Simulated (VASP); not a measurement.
Here is a VASP 6.6.1 calculation.

Contents of INCAR:

```
SYSTEM = TaRu2
PREC = Accurate ; ENCUT = 520
EDIFF = 1E-6 ; ISMEAR = 0
SIGMA = 0.1 ; LREAL = .False.
LASPH = .True. ; NELM = 100
ALGO = Fast ; ISIF = 2
LWAVE = .False. ; LCHARG = .True.
GGA = PE ; LELF = .True.
LVHAR = .True. ; NBANDS = 48
```

KPOINTS

```
Automatic mesh
0
Gamma
  10 10 10
  0 0 0
```

Contents of POSCAR:

```
TaRu2
1.0
    0.0000000000      3.6018878585      3.6018878585
    3.6018878585      0.0000000000      3.6018878585
    3.6018878585      3.6018878585      0.0000000000
Ta Ru
2 4
Direct
    0.0000000000      0.0000000000      0.0000000000
    0.2500000000      0.2500000000      0.2500000000
    0.6250000000      0.6250000000      0.6250000000
    0.1250000000      0.6250000000      0.6250000000
    0.6250000000      0.6250000000      0.1250000000
    0.6250000000      0.1250000000      0.6250000000
```

Potentials or basis: VASP PAW PBE potentials, release 64 (Ta_pv, Ru_pv).

Launch:

```bash
$ cat potpaw_PBE.64/Ta_pv/POTCAR potpaw_PBE.64/Ru_pv/POTCAR > POTCAR
$ mpirun -np 1 vasp_std > vasp.out
```

Q: Estimate the pressure.

A: 0.0 GPa.

Q: What does it give for the band gap on the k mesh?

A: Zero (bands 39 and 40 overlap by 0.59 eV).

Caveat: spin-orbit coupling is left out, which moves the levels of the heavy elements.
